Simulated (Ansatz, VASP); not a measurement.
Li3Mg3Al2GaSi3: VASP beside Ansatz

```xyz
12
Lattice="4.3249 2.5129 0.3538 0.1344 5.5643 4.4459 5.0219 -3.0198 4.8300" Properties=species:S:1:pos:R:3 pbc="T T T"
Li    2.4271    4.6699    5.4008
Li    5.0246    3.9426    5.8728
Li    2.3164    2.2124    1.7525
Mg    3.4405    1.6771    5.7090
Mg    4.3756    6.3047    3.9713
Mg    4.5991    0.5909    3.0332
Al    7.4881    0.3619    4.0274
Al    6.0805    3.5704    8.4964
Si    8.8815    1.6547    6.3142
Si    6.4145    1.6767    6.1705
Si    3.9461    3.4736    3.5565
Ga    6.2716    2.7331    3.8750
```

Alike in both runs: functional PBE; k mesh 5 × 3 × 3; occupations gaussian, width 0.1 eV; no spin polarisation.

Ansatz relaxed the structure, and its values are those at the end. VASP's run is a single point on that final structure, the one shown.

```csv
,VASP,Ansatz
version,VASP 6.6.1,Ansatz 0.2.0
potentials or method,"VASP PAW PBE potentials, release 64 (Li_sv, Mg, Al, Si, Ga_d), cutoff 520 eV","scalar-relativistic, plane waves, PAW"
valence electrons in the cell,46,70
```

Ansatz gave:

| Property | Result |
| --- | --- |
| gap on the k mesh at the Fermi level (eV) | none |
| rms of the force components (eV/Å) | 0.010 |

What did VASP give for the same quantities?

gap on the k mesh at the Fermi level (eV): none; rms of the force components (eV/Å): 0.009.

A gap of «none» marks a metal or a gap that the smearing closes. With one functional, cell and mesh, what is left measures potentials, basis and numerics. VASP's potentials hold 46 valence electrons a cell and Ansatz's 70, so a difference there can come from the potentials and not from the codes.

Noted on VASP's run: the cutoff is under 1.25 times that of the potentials, so the pressure is a little rough.
